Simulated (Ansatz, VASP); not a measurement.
BN in VASP and in Ansatz

File INCAR:

```
SYSTEM = BN
ALGO     = Normal         ! electronic algorithm
EDIFF    = 1E-6           ! SCF threshold, eV
ENCUT    = 520            ! plane-wave cutoff, eV
GGA      = CA             ! functional
ISIF     = 2              ! what is computed and relaxed
ISMEAR   = -1             ! smearing method
LASPH    = .True.         ! aspherical terms in the spheres
LCHARG   = .False.        ! write CHGCAR
LREAL    = .False.        ! projectors in reciprocal space
LWAVE    = .False.        ! write WAVECAR
NBANDS   = 11             ! bands
NELM     = 100            ! most SCF steps
PREC     = Accurate       ! precision mode
SIGMA    = 0.02           ! smearing width, eV
```

The input KPOINTS:

```
k-points
0
Gamma
  11 11 11
  0 0 0
```

POSCAR

```
BN
1.0
    0.0000000000      1.7713500000      1.8075000000
    1.7713500000      0.0000000000      1.8075000000
    1.7713500000      1.7713500000      0.0000000000
B N
1 1
Direct
    0.0000000000      0.0000000000      0.0000000000
    0.7500000000      0.7500000000      0.7500000000
```

Input for Ansatz:

```yaml
crystal:
  lattice:
    - [0.0, 1.77135, 1.8075]
    - [1.77135, 0.0, 1.8075]
    - [1.77135, 1.77135, 0.0]
  atoms:
    - { symbol: B, position: [0.0, 0.0, 0.0] }
    - { symbol: "N", position: [0.75, 0.75, 0.75] }
kpoints:
  mp_grid: { grid: [11, 11, 11] }
  band_path:
    path:
      - [0.0, 0.0, 0.0]
      - [0.5, 0.0, 0.5]
      - [0.75, 0.25, 0.5]
      - [0.5, 0.5, 0.5]
      - [0.0, 0.0, 0.0]
      - [0.5, 0.5, 0.0]
      - [0.62995, 0.62995, 0.2599]
      - [0.37005, 0.37005, 0.7401]
      - [0.0, 0.0, 0.0]
    npoints: 5
scf:
  occupations: { method: fermi_dirac, width: 0.02 }
hamiltonian:
  xc: lda
  pseudopotentials: { kind: all_electron, lapw: { basis_error: 0.0005 } }
output:
  forces: true
  stress: true
  eigenvalues: true
```

Change from the starting cell: equal xx and yy strain of -2 %.

Alike in both runs: task single point; functional LDA; k mesh 11 × 11 × 11; occupations fermi-dirac, width 0.02 eV; no spin polarisation.

|  | VASP | Ansatz |
| --- | --- | --- |
| version | VASP 6.6.1 | Ansatz 0.2.0 |
| potentials or method | VASP PAW LDA potentials, release 64 (B, N), cutoff 520 eV | all-electron LAPW, scalar-relativistic |

|  | VASP | Ansatz | Ansatz less VASP |
| --- | --- | --- | --- |
| gap on the k mesh at the Fermi level (eV) | 4.31 | 4.32 | +0.010 |
| pressure (GPa) | 5.9 | 4.9 | -0.92 |
| traceless stress, the component that is largest in VASP (GPa) | -8.85 | -8.87 | -0.017 |

LDA's correlation is that of Perdew and Zunger in VASP and of Perdew and Wang (1992) in Ansatz. Ansatz ran all-electron here, and VASP with PAW potentials.
